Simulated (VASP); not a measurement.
Wanted: the native input for a VASP 6.6.1 run.

* Task: single point
* Functional: PBE
* Potentials or basis: VASP PAW PBE potentials, release 64 (Zn, O)
* Cutoff: 520 eV
* k mesh: 12 × 12 × 6
* Occupations: gaussian, width 0.01 eV
* Spin: no spin polarisation
* Dipole correction: no
* Further INCAR settings: ALGO = Normal; EDIFF = 1e-06; NBANDS = 26

The structure of ZnO lies in POSCAR:

```
ZnO
1.0
    3.2794584246      0.0000000000      0.0000000000
   -1.6397292123      2.8400943064      0.0000000000
    0.0000000000      0.0000000000      5.2933828187
Zn O
2 2
Direct
    0.3333333333      0.6666666667      0.4999705647
    0.6666666667      0.3333333333     -0.0000294353
    0.6666666667      0.3333333333      0.3790394353
    0.3333333333      0.6666666667      0.8790394353
```

One way to write it, as run:

INCAR

```
ALGO = Normal ; EDIFF = 1E-6
ENCUT = 520 ; GGA = PE
ISIF = 2 ; ISMEAR = 0
LASPH = T ; LCHARG = F
LREAL = F ; LWAVE = F
NBANDS = 26 ; NELM = 80
PREC = Accurate ; SIGMA = 0.01
```

KPOINTS

```
k-points
0
Gamma
  12 12 6
```

Potentials or basis: VASP PAW PBE potentials, release 64 (Zn, O).

Launch:

```sh
$ cat potpaw_PBE.64/Zn/POTCAR potpaw_PBE.64/O/POTCAR > POTCAR
$ mpirun -np 1 vasp_std > vasp.out
```

It gave:

```json
{
  "Pressure": "0.9 GPa",
  "Band gap on the k mesh": "0.73 eV"
}
```

Wall time 73 s on 1 thread of Intel Xeon 8259CL (shared host), peak memory 0.21 GiB.
